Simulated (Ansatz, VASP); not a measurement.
Two plane-wave programs on RuBr4

```
Ru Br
1.0
     5.57583    0.00000    0.00000
     0.00000    5.57583    0.00000
     0.00000    0.00000    5.57583
Ru Br
1 4
Direct
  0.00000 0.00000 0.00000
  0.00000 0.50000 0.50000
  0.50000 0.00000 0.50000
  0.50000 0.50000 0.00000
  0.50000 0.50000 0.50000
```

Alike in both runs: functional PBE; k mesh 4 × 4 × 4; occupations gaussian, width 0.1 eV; collinear spin.

Ansatz relaxed the structure, and its values are those at the end. VASP's run is a single point on that final structure, the one shown.

|  | VASP | Ansatz |
| --- | --- | --- |
| version | VASP 6.6.1 | Ansatz 0.2.0 |
| potentials or method | VASP PAW PBE potentials, release 64 (Ru_pv, Br), cutoff 520 eV | scalar-relativistic, plane waves, PAW |
| valence electrons in the cell | 42 | 44 |

Ansatz gave:

```
gap on the k mesh at the Fermi level (eV)                     : none
pressure (GPa)                                                : 0.1
net moment per atom (μB)                                      : 0.32
size of the moment on the site where the two differ most (μB) : 2.95
```

Problem. What did VASP give for the same quantities?

Solution. gap on the k mesh at the Fermi level (eV): none; pressure (GPa): 0.2; net moment per atom (μB): 0.91; size of the moment on the site where the two differ most (μB): 2.71.

The net moments are unlike, so the other rows may belong to different states. Site moments also hang on the region over which each program counts them. A gap of «none» marks a metal or a gap that the smearing closes. VASP's potentials hold 42 valence electrons a cell and Ansatz's 44, so a difference there can come from the potentials and not from the codes.
